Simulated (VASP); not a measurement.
# Sc2B3 (P3m1) in VASP: further runs

The runs below take Sc2B3 through single point, relaxation of cell and atoms, with PBE.

Everything below comes from runs of VASP 6.6.1. Logs are shortened: lines on timing, memory, paths and dates and some standing lists are left out, and cuts for length are marked.

### Step 1. The cell of the first run

Symmetry: P3m1, No. 156, trigonal system. The conventional cell has a = 3.846 Å, b = 3.846 Å, c = 4.384 Å, α = 90.00°, β = 90.00°, γ = 120.00°. Within 2.8 Å of Sc (site symmetry 3m) lie 6 B at 2.10 Å and 3 Sc at 2.62 Å. Within 3.1 Å of Sc (site symmetry 3m) lie 6 B at 2.38 to 2.45 Å and 3 Sc at 2.62 Å. B (site symmetry m) has 4 B at 1.74 to 2.11 Å and 2 Sc at 2.10 Å within 2.3 Å.

### Step 2. Single point, PBE

The input, INCAR:

```
PREC     = Accurate       # precision mode
ENCUT    = 520            # plane-wave cutoff, eV
EDIFF    = 1E-7           # SCF threshold, eV
ISMEAR   = 0              # smearing method
SIGMA    = 0.1            # smearing width, eV
LREAL    = False          # projectors in reciprocal space
LASPH    = True           # aspherical terms in the spheres
NELM     = 100            # most SCF steps
ALGO     = Normal         # electronic algorithm
ISIF     = 2              # what is computed and relaxed
LWAVE    = False          # write WAVECAR
LCHARG   = False          # write CHGCAR
GGA      = PE             # functional
NBANDS   = 24             # bands
```

The input, KPOINTS:

```
Automatic mesh
0
Gamma
  6 6 4
```

The input, POSCAR:

```
Sc2B3
1.0
    3.8462953000      0.0000000000      0.0000000000
   -1.9231476500      3.3309894400      0.0000000000
    0.0000000000      0.0000000000      4.3841286000
Sc B
2 3
Direct
    0.3333333300      0.6666666700      0.1487108700
    0.0000000000      0.0000000000      0.4653478600
    0.8490937800      0.1509062200      0.9569516200
    0.8490937800      0.6981875600      0.9569516200
    0.3018124400      0.1509062200      0.9569516200
```

Potentials or basis: VASP PAW PBE potentials, release 64 (Sc_sv, B).

Run with:

```bash
> cat potpaw_PBE.64/Sc_sv/POTCAR potpaw_PBE.64/B/POTCAR > POTCAR
> mpirun -np 1 vasp_std > vasp.out
```

OUTCAR:

```text
PREC = Accurate
   ENCUT = 520
   EDIFF = 1E-7
   ISMEAR = 0
   LREAL = False
   LASPH = True
   NELM = 100
   ISIF = 2
   GGA = PE

 ion  position               nearest neighbor table
   1  0.333  0.667  0.149-   5 2.10   4 2.10   3 2.10   3 2.10   5 2.10   4 2.10   2 2.62   2 2.62
                             2 2.62
   2  0.000  0.000  0.465-   4 2.38   5 2.38   3 2.38   4 2.45   5 2.45   3 2.45   1 2.62   1 2.62
                             1 2.62
   3  0.849  0.151  0.957-   4 1.74   5 1.74   1 2.10   1 2.10   4 2.11   5 2.11   2 2.38   2 2.45

   4  0.849  0.698  0.957-   3 1.74   5 1.74   1 2.10   1 2.10   3 2.11   5 2.11   2 2.38   2 2.45

   5  0.302  0.151  0.957-   4 1.74   3 1.74   1 2.10   1 2.10   4 2.11   3 2.11   2 2.38   2 2.45

  LATTYP: Found a hexagonal cell.
 ALAT       =     3.8462953000
 C/A-ratio  =     1.1398315153

  Lattice vectors:

 A1 = (   3.8462953000,   0.0000000000,   0.0000000000)
 A2 = (  -1.9231476500,   3.3309894400,   0.0000000000)
 A3 = (   0.0000000000,   0.0000000000,   4.3841286000)

Analysis of symmetry for initial positions (statically):
=====================================================================
 Subroutine PRICEL returns:
 Original cell was already a primitive cell.

 Routine SETGRP: Setting up the symmetry group for a
 hexagonal supercell.

 Subroutine GETGRP returns: Found  6 space group operations
 (whereof  6 operations were pure point group operations)
 out of a pool of 24 trial point group operations.

The static configuration has the point symmetry C_3v.

Analysis of symmetry for dynamics (positions and initial velocities):
=====================================================================
 Subroutine PRICEL returns:
 Original cell was already a primitive cell.

 Routine SETGRP: Setting up the symmetry group for a
 hexagonal supercell.

 Subroutine GETGRP returns: Found  6 space group operations
 (whereof  6 operations were pure point group operations)
 out of a pool of 24 trial point group operations.

The dynamic configuration has the point symmetry C_3v.

 Subroutine INISYM returns: Found  6 space group operations
 (whereof  6 operations are pure point group operations),
 and found     1 'primitive' translations

----------------------------------------------------------------------------------------

                                     Primitive cell

  volume of cell :      56.1693

  direct lattice vectors                    reciprocal lattice vectors
     3.846295300  0.000000000  0.000000000     0.259990438  0.150105549  0.000000000
    -1.923147650  3.330989440  0.000000000     0.000000000  0.300211099  0.000000000
     0.000000000  0.000000000  4.384128600     0.000000000  0.000000000  0.228095499

  length of vectors
     3.846295300  3.846295300  4.384128600     0.300211099  0.300211099  0.228095499

  position of ions in fractional coordinates (direct lattice)
     0.333333330  0.666666670  0.148710870
     0.000000000  0.000000000  0.465347860
     0.849093780  0.150906220  0.956951620
     0.849093780  0.698187560  0.956951620
     0.301812440  0.150906220  0.956951620

  ion indices of the primitive-cell ions
   primitive index   ion index
                 1           1
                 2           2
                 3           3
                 4           4
                 5           5

----------------------------------------------------------------------------------------

 KPOINTS: Automatic mesh

Automatic generation of k-mesh.
 Grid dimensions read from file:
 generate k-points for:    6    6    4

 Generating k-lattice:

  Cartesian coordinates                     Fractional coordinates (reciprocal lattice)
     0.043331740  0.025017592  0.000000000     0.166666667  0.000000000  0.000000000
     0.000000000  0.050035183  0.000000000     0.000000000  0.166666667  0.000000000
     0.000000000  0.000000000  0.057023875     0.000000000  0.000000000  0.250000000

  Length of vectors
     0.050035183  0.050035183  0.057023875

  Shift w.r.t. Gamma in fractional coordinates (k-lattice)
     0.000000000  0.000000000  0.000000000

 Subroutine IBZKPT returns following result:
 ===========================================

 Found     24 irreducible k-points:

 Following reciprocal coordinates:
            Coordinates               Weight
  0.000000  0.000000  0.000000      1.000000
  0.166667  0.000000  0.000000      6.000000
  0.333333  0.000000  0.000000      6.000000
  0.500000  0.000000  0.000000      3.000000
  0.166667  0.166667  0.000000      6.000000
  0.333333  0.166667  0.000000     12.000000
[... 16 lines left out ...]
  0.333333  0.166667  0.500000     12.000000
  0.333333  0.333333  0.500000      2.000000
   k-points           NKPTS =     24   k-points in BZ     NKDIM =     24   number of bands    NBANDS=     24
   number of dos      NEDOS =    301   number of ions     NIONS =      5
   total plane-waves  NPLWV =  32400
   dimension x,y,z NGX =    30 NGY =   30 NGZ =   36
   dimension x,y,z NGXF=    60 NGYF=   60 NGZF=   72
   ions per type =               2   3
   NGX,Y,Z   is equivalent  to a cutoff of  12.97, 12.97, 13.65 a.u.
   NGXF,Y,Z  is equivalent  to a cutoff of  25.93, 25.93, 27.30 a.u.
 SYSTEM =  unknown system
   PREC   = accura    normal or accurate (medium, high low for compatibility)
   ISTART =      0    job   : 0-new  1-cont  2-samecut
   ICHARG =      2    charge: 1-file 2-atom 10-const
   ISPIN  =      1    spin polarized calculation?
   LNONCOLLINEAR =      F non collinear calculations
   LSORBIT =      F    spin-orbit coupling
   LASPH  =      T    aspherical Exc in radial PAW
   ENCUT  =  520.0 eV  38.22 Ry    6.18 a.u.   7.15  7.15  8.15*2*pi/ulx,y,z
   NELM   =    100;   NELMIN=  2; NELMDL= -5     # of ELM steps
   EDIFF  = 0.1E-06   stopping-criterion for ELM
   LREAL  =      F    real-space projection
   EDIFFG = 0.1E-05   stopping-criterion for IOM
   NSW    =      0    number of steps for IOM
   IBRION =     -1    ionic relax: 0-MD 1-quasi-New 2-CG
   NFREE  =      0    steps in history (QN), initial steepest desc. (CG)
   ISIF   =      2    stress and relaxation
   ISYM   =      2    0-nonsym 1-usesym 2-fastsym
   POTIM  = 0.5000    time-step for ionic-motion
   TEBEG  =    0.0;   TEEND  =   0.0 temperature during run
   PSTRESS=    0.0 pullay stress
   NELECT =      31.0000    total number of electrons
   NUPDOWN=      -1.0000    fix difference up-down
   EMIN   =  10.00;   EMAX   =-10.00  energy-range for DOS
   EFERMI =   0.00;   METHOD = LEGACY
   ISMEAR =     0;   SIGMA  =   0.10  broadening in eV -4-tet -1-fermi 0-gaus
   EFERMI_NEDOS =   21; number of points for ismear=-14 and -15
   IALGO  =     38    algorithm
   IMIX   =      4    mixing-type and parameters
     AMIX     =   0.40;   BMIX     =  1.00
     AMIX_MAG =   1.60;   BMIX_MAG =  1.00
  volume/ion in A,a.u.               =      11.23        75.81
  Fermi-wavevector in a.u.,A,eV,Ry     =   1.342855  2.537627 24.534823  1.803259
  Thomas-Fermi vector in A             =   2.470975
   LORBIT       =      0    0 simple, 1 ext, 2 COOP (PROOUT), +10 PAW based schemes
   GGA     = PE    functional components
   LHFCALC =     F    Hartree Fock is set to
   AEXX    =    0.0000 exact exchange contribution
   IVDW    =     0    specifies the selected vdW correction
   LEPSILON=     F    determine dielectric tensor
   LRPA    =     F    only Hartree local field effects (RPA)
 non-spin polarized calculation
 Gauss-broadening in eV      SIGMA  =   0.10
  energy-cutoff  :      520.00
  volume of cell :       56.17
 maximum number of plane-waves:      1530
 NGX is ok and might be reduce to    30
   NGX = 15   NGY = 15   NGZ = 17

 number of electron      31.0000000 magnetization

 Free energy of the ion-electron system (eV)
  ---------------------------------------------------
  ext. energy  EPLUGINS =         0.00000000
  ---------------------------------------------------
  free energy    TOTEN  =       -27.69212566 eV

  energy without entropy =      -27.66524775  energy(sigma->0) =      -27.67868671

 E-fermi :   6.0062     XC(G=0): -11.3591

 val. band max:        5.9901514525   @ k =   0.5000   0.0000   0.0000
 cond. band min:       6.0280965394   @ k =   0.5000   0.0000   0.2500
 fundamental gap:      0.0379450869
 Fermi energy:         6.0062399818

 k-point     1 :       0.0000    0.0000    0.0000
  band No.  band energies     occupation
      1     -43.0418      2.00000
      2     -41.3300      2.00000
      3     -21.9186      2.00000
      4     -21.9186      2.00000
      5     -21.6423      2.00000
      6     -20.3788      2.00000
[... 16 lines left out ...]
     23      12.2437      0.00000
     24      12.2437      0.00000

 k-point     2 :       0.1667    0.0000    0.0000
  band No.  band energies     occupation
      1     -43.0362      2.00000
      2     -41.3335      2.00000
      3     -21.9429      2.00000
      4     -21.9331      2.00000
      5     -21.6576      2.00000
      6     -20.3690      2.00000
[... 16 lines left out ...]
     23      11.6640      0.00000
     24      11.9471      0.00000

 k-point     3 :       0.3333    0.0000    0.0000
  band No.  band energies     occupation
      1     -43.0250      2.00000
      2     -41.3404      2.00000
      3     -21.9906      2.00000
      4     -21.9617      2.00000
      5     -21.6894      2.00000
      6     -20.3528      2.00000
[... 16 lines left out ...]
     23      10.8269      0.00000
     24      11.3362      0.00000

 k-point     4 :       0.5000    0.0000    0.0000
  band No.  band energies     occupation
      1     -43.0193      2.00000
      2     -41.3440      2.00000
      3     -22.0143      2.00000
      4     -21.9757      2.00000
      5     -21.7060      2.00000
      6     -20.3461      2.00000
[... 16 lines left out ...]
     23      10.3892      0.00000
     24      11.2810      0.00000

 k-point     5 :       0.1667    0.1667    0.0000
  band No.  band energies     occupation
      1     -43.0278      2.00000
      2     -41.3387      2.00000
      3     -21.9780      2.00000
      4     -21.9554      2.00000
      5     -21.6814      2.00000
      6     -20.3550      2.00000
[... 16 lines left out ...]
     23      10.9502      0.00000
     24      11.6654      0.00000

 k-point     6 :       0.3333    0.1667    0.0000
  band No.  band energies     occupation
      1     -43.0193      2.00000
      2     -41.3440      2.00000
      3     -22.0174      2.00000
      4     -21.9721      2.00000
      5     -21.7068      2.00000
      6     -20.3415      2.00000
[... 16 lines left out ...]
     23      10.7059      0.00000
     24      11.2838      0.00000
[... 379 lines left out ...]
 k-point    21 :       0.5000    0.0000    0.5000
  band No.  band energies     occupation
      1     -43.0185      2.00000
      2     -41.3437      2.00000
      3     -22.0317      2.00000
      4     -21.9645      2.00000
      5     -21.7671      2.00000
      6     -20.3426      2.00000
[... 16 lines left out ...]
     23      10.0772      0.00000
     24      11.0223      0.00000

 k-point    22 :       0.1667    0.1667    0.5000
  band No.  band energies     occupation
      1     -43.0265      2.00000
      2     -41.3392      2.00000
      3     -21.9824      2.00000
      4     -21.9523      2.00000
      5     -21.7209      2.00000
      6     -20.3684      2.00000
[... 16 lines left out ...]
     23      10.0191      0.00000
     24      12.1917      0.00000

 k-point    23 :       0.3333    0.1667    0.5000
  band No.  band energies     occupation
      1     -43.0185      2.00000
      2     -41.3437      2.00000
      3     -22.0191      2.00000
      4     -21.9761      2.00000
      5     -21.7685      2.00000
      6     -20.3366      2.00000
[... 16 lines left out ...]
     23      10.1224      0.00000
     24      11.5230      0.00000

 k-point    24 :       0.3333    0.3333    0.5000
  band No.  band energies     occupation
      1     -43.0159      2.00000
      2     -41.3452      2.00000
      3     -22.0189      2.00000
      4     -21.9937      2.00000
      5     -21.7870      2.00000
      6     -20.3206      2.00000
[... 16 lines left out ...]
     23      10.3130      0.00000
     24      11.4652      0.00000

------------------------ aborting loop because EDIFF is reached ----------------------------------------

  FORCE on cell =-STRESS in cart. coord.  units (eV):
  Direction    XX          YY          ZZ          XY          YZ          ZX
  --------------------------------------------------------------------------------------
  -------------------------------------------------------------------------------------
  Total       13.2558086     13.2558086     13.4087568     -0.0000000     -0.0000000      0.0000000
  in kB      378.1095475    378.1095475    382.4722517     -0.0000000     -0.0000000      0.0000000
  external PRESSURE =     379.5637822 kB  Pullay stress =       0.0000000 kB

 VOLUME and BASIS-vectors are now :
 -----------------------------------------------------------------------------
  energy-cutoff  :      520.00
  volume of cell :       56.17
      direct lattice vectors                 reciprocal lattice vectors
     3.846295300  0.000000000  0.000000000     0.259990438  0.150105549  0.000000000
    -1.923147650  3.330989440  0.000000000     0.000000000  0.300211099  0.000000000
     0.000000000  0.000000000  4.384128600     0.000000000  0.000000000  0.228095499

 POSITION                                       TOTAL-FORCE (eV/Angst)
 -----------------------------------------------------------------------------------
     -0.00000      2.22066      0.65197         0.000000     -0.000000      3.164008
      0.00000      0.00000      2.04014        -0.000000     -0.000000      0.736937
      2.97565      0.50267      4.19540        -0.891582      0.514755     -1.300315
      1.92315      2.32566      4.19540        -0.000000     -1.029510     -1.300315
      0.87064      0.50267      4.19540         0.891582      0.514755     -1.300315
 -----------------------------------------------------------------------------------
    total drift:                                0.000019     -0.000011     -0.000493

  FREE ENERGIE OF THE ION-ELECTRON SYSTEM (eV)
  ---------------------------------------------------
  free  energy   TOTEN  =       -27.6921256637 eV

  energy  without entropy=      -27.6652477517  energy(sigma->0) =      -27.67868671
```

Run time: 79 s. Hardware: 1 thread of Oxide Virtual Turin-like, shared host; peak memory 0.15 GiB.

What came out:

- Free energy: -27.6921 eV
- Pressure: 38.0 GPa
- Largest force: 3.164 eV/Å

Forces in eV/Å, atoms in the order of the input:
```
Sc   0.000  0.000  3.164
Sc   0.000  0.000  0.737
B   -0.892  0.515 -1.300
B    0.000 -1.030 -1.300
B    0.892  0.515 -1.300
```

Stress tensor (GPa, compression positive):
```
37.81  0.00  0.00
 0.00 37.81  0.00
 0.00  0.00 38.25
```

Caveat: forces of over 1 eV/Å act on the atoms, so gaps and moduli don't describe the material at rest.

### Step 3. Single point, PBE

This run uses another cell than the first one, of 13.92 Å³/atom, 1.239 times its volume.

The input, INCAR:

```
  ALGO = Normal
  EDIFF = 1E-6
  ENCUT = 520
  GGA = PE
  ISIF = 2
  ISMEAR = 0
  LASPH = T
  LCHARG = F
  LREAL = F
  LWAVE = F
  NBANDS = 24
  NELM = 80
  PREC = Accurate
  SIGMA = 0.1
```

The input, KPOINTS:

```
k-points
0
Gamma
  6 6 4
```

The input, POSCAR:

```
Sc2B3
1.0
    3.4211974421      0.0000000000      0.0000000000
   -1.7105987210      2.9628438962      0.0000000000
    0.0000000000      0.0000000000      6.8658211896
Sc B
2 3
Direct
    0.3333333333      0.6666666667      0.1795519822
    0.0000000000      0.0000000000      0.5625562807
    0.8338205272      0.1661794728      0.9142684424
    0.8338205272      0.6676410544      0.9142684424
    0.3323589456      0.1661794728      0.9142684424
```

Potentials or basis: VASP PAW PBE potentials, release 64 (Sc_sv, B).

Run with:

```bash
> cat potpaw_PBE.64/Sc_sv/POTCAR potpaw_PBE.64/B/POTCAR > POTCAR
> mpirun -np 1 vasp_std > vasp.out
```

Run time: 73 s. Hardware: 1 thread of Oxide Virtual Turin-like, shared host; peak memory 0.17 GiB.

It converged, with:

| Quantity | Value |
| --- | --- |
| Free energy | -32.6539 eV |
| Pressure | 0.1 GPa |
| Largest force | 0.041 eV/Å |

Forces on the atoms (eV/Å):
```
Sc   0.000  0.000  0.041
Sc   0.000  0.000  0.001
B   -0.008  0.004 -0.014
B    0.000 -0.009 -0.014
B    0.008  0.004 -0.014
```

Stress tensor (GPa, compression positive):
```
-0.05  0.00  0.00
 0.00 -0.05  0.00
 0.00  0.00  0.29
```

Levels at points of the mesh, in eV from the Fermi level:
```csv
k point,band 12,band 13,band 14,band 15,band 16,band 17,band 18,band 19
"(0.00, 0.00, 0.00)",-3.49,-2.33,-2.33,-0.49,0.65,0.65,1.28,1.40
"(0.50, 0.00, 0.00)",-3.69,-3.07,-2.31,-0.71,-0.12,0.38,1.26,1.84
"(0.00, 0.00, 0.50)",-2.43,-2.33,-2.33,-1.13,0.59,0.59,1.22,1.48
"(0.50, 0.00, 0.50)",-3.69,-3.04,-2.38,-0.80,-0.35,0.56,1.21,1.60
```

(Continued in part 2 of 2.)
